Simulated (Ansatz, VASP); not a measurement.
**Two plane-wave programs on Os**

File INCAR:

```
PREC = Accurate ; ENCUT = 600
EDIFF = 1E-6 ; ISMEAR = 0
SIGMA = 0.1 ; LREAL = F
LASPH = T ; NELM = 100
ALGO = Normal ; ISIF = 3
LWAVE = F ; LCHARG = F
GGA = PE ; IBRION = 2
NSW = 100 ; EDIFFG = -0.005
```

File KPOINTS:

```
Automatic mesh
0
Gamma
  18 18 10
```

File POSCAR:

```
Os
1.0
    2.7508550318      0.0000000000      0.0000000000
   -1.3754275159      2.3823103397      0.0000000000
    0.0000000000      0.0000000000      4.3547218027
Os
2
Direct
    0.3333333333      0.6666666667      0.2500000000
    0.6666666667      0.3333333333      0.7500000000
```

Input for Ansatz:

```yaml
crystal:
  lattice:
    - [2.7508550315, 0.0, 0.0]
    - [-1.3754275158, 2.3823103394, 0.0]
    - [0.0, 0.0, 4.3547218032]
  atoms:
    - { symbol: Os, position: [0.3333333333, 0.6666666667, 0.25] }
    - { symbol: Os, position: [0.6666666667, 0.3333333333, 0.75] }
basis:
  ecutwfc: 420
kpoints:
  mp_grid: { grid: [18, 18, 10] }
hamiltonian:
  xc: pbe
scf:
  occupations: { method: gaussian, width: 0.1 }
output:
  forces: true
  stress: true
  eigenvalues: true
  write_density: true
  write_potential: true
  elf: true
  volumetric_format: npy
relax:
  adjacent_minimum: "off"
  f_tol: 0.005
  max_steps: 80
  cell: { stress_tol: 0.05 }
```

Alike in both runs: task relaxation of cell and atoms; functional PBE; k mesh 18 × 18 × 10; occupations gaussian, width 0.1 eV; no spin polarisation.

|  | VASP | Ansatz |
| --- | --- | --- |
| version | VASP 6.6.1 | Ansatz 0.2.0 |
| potentials or method | VASP PAW PBE potentials, release 64 (Os), cutoff 600 eV | scalar-relativistic, plane waves, PAW |
| valence electrons in the cell | 16 | 32 |

```csv
,VASP,Ansatz,Ansatz less VASP
"gap on the k mesh at the Fermi level, each at its own relaxed structure (eV)",none,none,-
relaxed volume (Å³/atom),14.27,14.28,+0.002
relaxed cell length with the largest relative difference (Å),4.350,4.351,+0.0008
```

A gap of «none» marks a metal or a gap that the smearing closes. VASP's potentials hold 16 valence electrons a cell and Ansatz's 32, so a difference there can come from the potentials and not from the codes.

Neither program's run includes spin-orbit coupling.
